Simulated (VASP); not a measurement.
FeGe:

```xyz
8
Lattice="4.6890 0.0000 0.0000 0.0000 4.6890 0.0000 0.0000 0.0000 4.6890" Properties=species:S:1:pos:R:3 pbc="T T T"
Ge    0.7409    1.6036    3.0854
Ge    1.6036    3.0854    0.7409
Ge    3.0854    0.7409    1.6036
Ge    3.9481    3.9481    3.9481
Fe    4.0560    2.9775    1.7115
Fe    2.9775    1.7115    4.0560
Fe    1.7115    4.0560    2.9775
Fe    0.6330    0.6330    0.6330
```

Base run:

- Program: VASP 6.6.1
- Functional: PBEsol
- Potentials or basis: VASP PAW PBE potentials, release 64 (Ge_d, Fe)
- Cutoff: 520 eV
- k mesh: 5 × 5 × 5
- Occupations: fermi-dirac, width 0.05 eV
- Spin: collinear spin, ferromagnetic start
- Starting moments: [0.0, 0.0, 0.0, 0.0, 0.75, 0.75, 0.75, 0.75] μB
- Fixed moment: 3 μB

Its results: pressure -11.1 GPa; site moments Ge -0.06; Fe +0.84 μB; largest force 0.187 eV/Å.

Q: The run is repeated on the same cell with these changes: fixed moment from 3 μB to 6 μB; moments at the start from [0.0, 0.0, 0.0, 0.0, 0.75, 0.75, 0.75, 0 to [0.0, 0.0, 0.0, 0.0, 1.5, 1.5, 1.5, 1.5]. What comes out?

A: Pressure -5.8 GPa; site moments Ge -0.08; Fe +1.61 μB; largest force 0.093 eV/Å.

Caveats: the cell stands under tension; the PAW data sets were made with another functional, which shifts forces and pressure a little; the total moment is fixed, so each spin has its own Fermi level and the state may be an excited one.
